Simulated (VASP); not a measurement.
Bi2Pd, 3 atoms in the cell. The structure is tetragonal, space group I4/mmm (No. 139). The conventional cell has a = 3.362 Å, b = 3.362 Å, c = 12.723 Å, α = 90.00°, β = 90.00°, γ = 90.00°. Within 3.9 Å of Bi (site symmetry 4mm) lie 4 Pd at 2.95 Å and 9 Bi at 3.36 to 3.73 Å. Within 3.9 Å of Pd (site symmetry 4/mmm) lie 8 Bi at 2.95 Å and 4 Pd at 3.36 Å.  This cell differs from its parent crystal: zz strain of -2 %.

```yaml
Program: VASP 6.6.1
Task: single point
Functional: PBEsol
Potentials_or_basis: VASP PAW PBE potentials, release 64 (Bi_d, Pd)
Cutoff: 520 eV
k_mesh: 15 × 15 × 15
Occupations: fermi-dirac, width 0.08 eV
Spin: no spin polarisation
Dipole_correction: no
Further_INCAR_settings: ALGO = Normal; EDIFF = 1e-06; NBANDS = 27
```

Potentials or basis: VASP PAW PBE potentials, release 64 (Bi_d, Pd).

The run is started by

```sh
$ cat potpaw_PBE.64/Bi_d/POTCAR potpaw_PBE.64/Pd/POTCAR > POTCAR
$ mpirun -np 1 vasp_std > vasp.out
```

Hardware: 1 thread of Intel(R) Xeon(R) 6975P-C (Granite Rapids), with other jobs on the host.

Problem. How long does it take, and how much memory?

Solution. Wall time 18 min on 1 thread of Intel(R) Xeon(R) 6975P-C (Granite Rapids), on a shared host, peak memory 0.74 GiB. Counts: scf iterations 12, k points 288.
